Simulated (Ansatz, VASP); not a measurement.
# One calculation of PbS, two programs

```
Pb S
1.0
     0.00000    3.04832    3.04832
     2.96500    0.08332    2.96500
     2.96500    2.96500    0.08332
Pb S
1 1
Direct
  0.00000 0.00000 0.00000
  0.50000 0.50000 0.50000
```

Change from the starting cell: strain +0.0562 x Voigt [0, 0, 0, 1, 0, 0], atoms carried along.

Alike in both runs: task single point; functional r2SCAN; k mesh 8 × 8 × 8; occupations gaussian, width 0.05 eV; no spin polarisation.

```csv
,VASP,Ansatz
version,VASP 6.6.1,Ansatz 0.2.0
potentials or method,"VASP PAW PBE potentials, release 64 (Pb_d, S), cutoff 520 eV","scalar-relativistic, plane waves, PAW"
valence electrons in the cell,20,20
```

```csv
,VASP,Ansatz,Ansatz less VASP
gap on the k mesh at the Fermi level (eV),0.32,0.31,-0.010
least direct gap on the mesh (eV),0.55,0.54,-0.010
pressure (GPa),1.3,1.3,+0.02
"traceless stress, the component that is largest in VASP (GPa)",-1.14,-1.14,0.000
```

VASP's potentials were made for PBE, not for r2SCAN.

Neither program's run includes spin-orbit coupling.
